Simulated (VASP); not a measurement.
Runs of VASP 6.6.1 on HPbNO4. The structure is that of space group P2_1/m (No. 11), or close to it. The cells are those of the table. 

```csv
level,cell,gap on the mesh (eV),pressure (GPa),largest force (eV/Å)
PBEsol,"a = 6.733, b = 4.135, c = 7.855 Å, angles 90.0, 115.6, 90.0°, 14 atoms",2.97,(b),0.59
PBE+D3(BJ),"a = 6.859, b = 4.229, c = 8.026 Å, angles 90.0, 115.0, 90.0°, 14 atoms",3.13,(c),0.42
PBE+D3(BJ),"a = 6.889, b = 4.161, c = 7.922 Å, angles 90.0, 115.1, 90.0°, 14 atoms",3.05,(a),0.48
PBE+D3(BJ),"a = 6.887, b = 4.168, c = 7.928 Å, angles 90.0, 115.2, 90.0°, 14 atoms",3.06,0.5,0.48
r2SCAN,"a = 6.815, b = 4.108, c = 7.967 Å, angles 90.0, 116.8, 90.0°, 14 atoms",3.47,1.0,0.69
```

Alike in all rows: task single point; potentials or basis VASP PAW PBE potentials, release 64 (H, Pb_d, N, O); no spin polarisation; k mesh 3 × 5 × 3; cutoff (eV) 520; smearing fermi-dirac 0.05 eV.

Task: Fill in the values left out.

Result: (a) 0.6; (b) 0.8; (c) 0.1.

Caveats: the standard files for N, O and F lose accuracy on very short bonds; spin-orbit coupling is left out, which moves the levels of the heavy elements; the PAW data sets were made with another functional, which shifts forces and pressure a little (some runs); three body term missing (some runs).

A k mesh can miss the band edges, and the runs leave out spin-orbit coupling on Pb.
